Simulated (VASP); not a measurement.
A run of VASP 6.6.1 is set up as follows.

INCAR

```
PREC = Accurate
ENCUT = 750
EDIFF = 1E-6
ISMEAR = 0
SIGMA = 0.02
LREAL = False
LASPH = True
NELM = 120
ALGO = Normal
ISIF = 2
LWAVE = False
LCHARG = False
GGA = PE
NBANDS = 13
GGA_COMPAT = False
```

Contents of KPOINTS:

```
Automatic mesh
0
Gamma
  8 8 8
```

Contents of POSCAR:

```
Li2S
1.0
    0.0000000000      2.7945788924      2.7945788924
    2.7945788924      0.0000000000      2.7945788924
    2.7945788924      2.7945788924      0.0000000000
Li S
2 1
Direct
    0.2500000000      0.2500000000      0.2500000000
    0.7500000000      0.7500000000      0.7500000000
    0.0000000000      0.0000000000      0.0000000000
```

Potentials or basis: VASP PAW PBE potentials, release 64 (Li_sv, S).

Launch:

```bash
$ cat potpaw_PBE.64/Li_sv/POTCAR potpaw_PBE.64/S/POTCAR > POTCAR
$ mpirun -np 1 vasp_std > vasp.out
```

Question: What does it give for the pressure?

Answer: 2.7 GPa.

Question: Estimate the band gap on the k mesh.

Answer: 3.35 eV, indirect (least direct gap 4.57 eV).

 A k mesh can miss the band edges.
